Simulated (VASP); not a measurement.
# Ag (Fm-3m) in VASP: further runs, part 2 of 2

VASP 6.6.1. Earlier steps stand in the parts before.

### 3 Single point, r2SCAN

POSCAR

```
Ag
1.0
    0.0000000000      2.0519023311      2.0519023311
    2.0519023311      0.0000000000      2.0519023311
    2.0519023311      2.0519023311      0.0000000000
Ag
1
Direct
    0.0000000000      0.0000000000      0.0000000000
```

INCAR.step1

```
PREC     = Accurate       # precision mode
ENCUT    = 520            # plane-wave cutoff, eV
ISMEAR   = 1              # smearing method
SIGMA    = 0.01           # smearing width, eV
LREAL    = F              # projectors in reciprocal space
LASPH    = T              # aspherical terms in the spheres
NELM     = 100            # most SCF steps
NBANDS   = 12             # bands
GGA      = PE             # functional
ALGO     = Normal         # electronic algorithm
EDIFF    = 1E-4           # SCF threshold, eV
LWAVE    = T              # write WAVECAR
LCHARG   = F              # write CHGCAR
```

INCAR.step2

```
PREC     = Accurate       # precision mode
ENCUT    = 520            # plane-wave cutoff, eV
EDIFF    = 1E-7           # SCF threshold, eV
ISMEAR   = 1              # smearing method
SIGMA    = 0.01           # smearing width, eV
LREAL    = F              # projectors in reciprocal space
LASPH    = T              # aspherical terms in the spheres
NELM     = 100            # most SCF steps
ALGO     = Normal         # electronic algorithm
ISIF     = 2              # what is computed and relaxed
LWAVE    = F              # write WAVECAR
LCHARG   = F              # write CHGCAR
METAGGA  = R2SCAN         # meta-GGA
LMIXTAU  = T            
NBANDS   = 12             # bands
ISTART   = 1
```

KPOINTS

```
regular mesh
0
Gamma
  13 13 13
```

Potentials or basis: VASP PAW PBE potentials, release 64 (Ag).

On the command line:

```bash
$ cat potpaw_PBE.64/Ag/POTCAR > POTCAR
$ cp INCAR.step1 INCAR
$ mpirun -np 1 vasp_std > vasp.out
$ cp INCAR.step2 INCAR
$ mpirun -np 1 vasp_std > vasp.out
```

OUTCAR:

```text
PREC = Accurate
   ENCUT = 520
   EDIFF = 1E-7
   ISMEAR = 1
   LREAL = F
   LASPH = T
   NELM = 100
   ISIF = 2
   METAGGA = R2SCAN
   ISTART = 1

 ion  position               nearest neighbor table
   1  0.000  0.000  0.000-

  LATTYP: Found a face centered cubic cell.
 ALAT       =     4.1038046622

  Lattice vectors:

 A1 = (   0.0000000000,   2.0519023311,   2.0519023311)
 A2 = (   2.0519023311,   0.0000000000,   2.0519023311)
 A3 = (   2.0519023311,   2.0519023311,   0.0000000000)

Analysis of symmetry for initial positions (statically):
=====================================================================
 Subroutine PRICEL returns:
 Original cell was already a primitive cell.

 Routine SETGRP: Setting up the symmetry group for a
 face centered cubic supercell.

 Subroutine GETGRP returns: Found 48 space group operations
 (whereof 48 operations were pure point group operations)
 out of a pool of 48 trial point group operations.

The static configuration has the point symmetry O_h .

Analysis of symmetry for dynamics (positions and initial velocities):
[... 161 lines left out ...]
 cond. band min:       8.4790496723   @ k =   0.4615   0.3077   0.0000
 fundamental gap:      0.0344181677
 Fermi energy:         8.4522511364

 k-point     1 :       0.0000    0.0000    0.0000
  band No.  band energies     occupation
      1       0.3874      2.00000
      2       3.1518      2.00000
      3       3.1518      2.00000
      4       3.1518      2.00000
      5       4.1716      2.00000
      6       4.1716      2.00000
      7      24.8668      0.00000
      8      28.5165      0.00000
      9      28.5165      0.00000
     10      28.5165      0.00000
     11      33.4418      0.00000
     12      34.4045      0.00000
[... 331 lines left out ...]
 k-point    24 :       0.4615    0.1538    0.0000
  band No.  band energies     occupation
      1       1.9711      2.00000
      2       2.9600      2.00000
      3       3.5170      2.00000
      4       3.7980      2.00000
      5       4.9921      2.00000
      6       7.8752      2.00000
      7      14.0731      0.00000
      8      22.9819      0.00000
      9      24.1875      0.00000
     10      25.3471      0.00000
     11      33.8703      0.00000
     12      33.9013      0.00000

 [... further k-points ...]
[... 5 lines left out ...]
  --------------------------------------------------------------------------------------
  -------------------------------------------------------------------------------------
  Total       -0.0053263     -0.0053263     -0.0053263      0.0000000      0.0000000     -0.0000000
  in kB       -0.4938968     -0.4938968     -0.4938968      0.0000000      0.0000000     -0.0000000
  external PRESSURE =      -0.4938968 kB  Pullay stress =       0.0000000 kB

 VOLUME and BASIS-vectors are now :
 -----------------------------------------------------------------------------
  energy-cutoff  :      520.00
  volume of cell :       17.28
      direct lattice vectors                 reciprocal lattice vectors
     0.000000000  2.051902331  2.051902331    -0.243676316  0.243676316  0.243676316
     2.051902331  0.000000000  2.051902331     0.243676316 -0.243676316  0.243676316
     2.051902331  2.051902331  0.000000000     0.243676316  0.243676316 -0.243676316

 POSITION                                       TOTAL-FORCE (eV/Angst)
 -----------------------------------------------------------------------------------
      0.00000      0.00000      0.00000         0.000000     -0.000000      0.000000
 -----------------------------------------------------------------------------------
    total drift:                               -0.000000      0.000000      0.000000

  FREE ENERGIE OF THE ION-ELECTRON SYSTEM (eV)
  ---------------------------------------------------
  free  energy   TOTEN  =       -21.3544250763 eV

  energy  without entropy=      -21.3544281687  energy(sigma->0) =      -21.35442611
```

OSZICAR.step1:

```text
N       E                     dE             d eps       ncg     rms          rms(c)
DAV:   1     0.534387436514E+02    0.53439E+02   -0.55609E+03  2032   0.829E+02
DAV:   2    -0.210860424380E+01   -0.55547E+02   -0.52388E+02  2352   0.197E+02
DAV:   3    -0.296328699799E+01   -0.85468E+00   -0.85419E+00  2360   0.256E+01
DAV:   4    -0.296593018966E+01   -0.26432E-02   -0.26431E-02  2344   0.151E+00
DAV:   5    -0.296595133373E+01   -0.21144E-04   -0.21145E-04  2360   0.122E-01    0.504E+00
DAV:   6    -0.272086313153E+01    0.24509E+00   -0.96358E-01  2220   0.878E+00    0.327E+00
DAV:   7    -0.271300088648E+01    0.78622E-02   -0.10110E-02  2332   0.947E-01    0.186E+00
DAV:   8    -0.271018578549E+01    0.28151E-02   -0.68892E-04  2272   0.206E-01    0.109E-01
DAV:   9    -0.271018705185E+01   -0.12664E-05   -0.11271E-05  1296   0.294E-02
   1 F= -.27101871E+01 E0= -.27101748E+01  d E =-.368603E-04
```

Wall time 2.8 min (1 thread of AMD EPYC, shared host); peak memory 0.12 GiB.

What came out:

| Quantity | Value |
| --- | --- |
| Free energy | -21.3544 eV |
| Pressure | 0.0 GPa |

Levels at points of the mesh, in eV from the Fermi level:
```tsv
k point	band 3	band 4	band 5	band 6	band 7	band 8	band 9	band 10
(0.00, 0.00, 0.00)	-5.30	-5.30	-4.28	-4.28	16.41	20.06	20.06	20.06
```

Caveat: the PAW data sets were made with another functional, which shifts forces and pressure a little.
